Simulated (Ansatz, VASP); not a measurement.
One calculation of Y, two programs

Contents of INCAR:

```
ALGO = Normal
EDIFF = 1E-6
ENCUT = 500
GGA = PE
GGA_COMPAT = F
ISIF = 2
ISMEAR = 0
LASPH = T
LCHARG = F
LREAL = F
LWAVE = F
NBANDS = 30
NELM = 120
PREC = Accurate
SIGMA = 0.1
```

File KPOINTS:

```
k-points
0
Gamma
  18 18 6
```

POSCAR

```
Y
1.0
    3.5982311589      0.0000000000      0.0000000000
   -1.7991155795      3.1161595923      0.0000000000
    0.0000000000      0.0000000000     10.8885583101
Y
4
Direct
    0.0000000000      0.0000000000      0.0000000000
    0.3333333333      0.6666666667      0.2500000000
    0.0000000000      0.0000000000      0.5000000000
    0.6666666667      0.3333333333      0.7500000000
```

Input for Ansatz:

```yaml
crystal:
  lattice:
    - [3.5982311589, 0.0, 0.0]
    - [-1.7991155795, 3.1161595923, 0.0]
    - [0.0, 0.0, 10.8885583101]
  atoms:
    - { symbol: "Y", position: [0.0, 0.0, 0.0] }
    - { symbol: "Y", position: [0.3333333333, 0.6666666667, 0.25] }
    - { symbol: "Y", position: [0.0, 0.0, 0.5] }
    - { symbol: "Y", position: [0.6666666667, 0.3333333333, 0.75] }
basis:
  ecutwfc: 420
kpoints:
  mp_grid: { grid: [18, 18, 6] }
hamiltonian:
  xc: pbe
scf:
  occupations: { method: gaussian, width: 0.1 }
output:
  forces: true
  stress: true
  eigenvalues: true
```

Change from the starting cell: strain along c alone, the other axes held, atoms relaxed: -6.0 %.

Alike in both runs: task single point; functional PBE; k mesh 18 × 18 × 6; occupations gaussian, width 0.1 eV; no spin polarisation.

|  | VASP | Ansatz |
| --- | --- | --- |
| version | VASP 6.6.1 | Ansatz 0.2.0 |
| potentials or method | VASP PAW PBE potentials, release 64 (Y_sv), cutoff 500 eV | scalar-relativistic, plane waves, PAW |
| valence electrons in the cell | 44 | 44 |

Ansatz gave:

* gap on the k mesh at the Fermi level (eV): none
* pressure (GPa): 2.8
* traceless stress, the component that is largest in VASP (GPa): 2.78

Task: What did VASP give for the same quantities?

Result: gap on the k mesh at the Fermi level (eV): none; pressure (GPa): 2.6; traceless stress, the component that is largest in VASP (GPa): 2.79.

A gap of «none» marks a metal or a gap that the smearing closes.
